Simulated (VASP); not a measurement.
Runs of VASP 6.6.1 on Mo2W. The structure is that of space group P-3m1 (No. 164), or close to it. The cells are those of the table. 

```tsv
task	spin	cell	k mesh	cutoff (eV)	gap on the mesh (eV)	pressure (GPa)	largest force (eV/Å)
single point	off	a = 4.650, b = 4.650, c = 2.847 Å, angles 90.0, 90.0, 120.0°, 3 atoms	6 × 6 × 6	520	none	-23.8	0.02
single point	off	a = 4.481, b = 4.481, c = 2.744 Å, angles 90.0, 90.0, 120.0°, 3 atoms	12 × 12 × 16	520	none	(a)	-
relaxation of cell and atoms	off	relaxed from a = 4.650, b = 4.650, c = 2.847 Å, angles 90.0, 90.0, 120.0°, 3 atoms	6 × 6 × 6	600	none	0.0	0.02
single point	collinear, ferromagnetic start	a = 4.486, b = 4.486, c = 2.733 Å, angles 90.0, 90.0, 120.0°, 3 atoms	6 × 6 × 6	520	none	0.4	0.01
single point	off	a = 4.486, b = 4.486, c = 2.733 Å, angles 90.0, 90.0, 120.0°, 3 atoms	6 × 6 × 6	520	none	0.4	0.01
```

Alike in all rows: level PBE; potentials or basis VASP PAW PBE potentials, release 64 (Mo_sv, W_sv); smearing gaussian 0.1 eV.

Q: Estimate the missing entries.

A: (a) 0.5.

Caveats: some runs use coarse meshes; spin-orbit coupling is left out, which moves the levels of the heavy elements.

A k mesh can miss the band edges, and the runs leave out spin-orbit coupling on Mo, W.

A gap of «none» marks levels without a gap at the run's occupations.
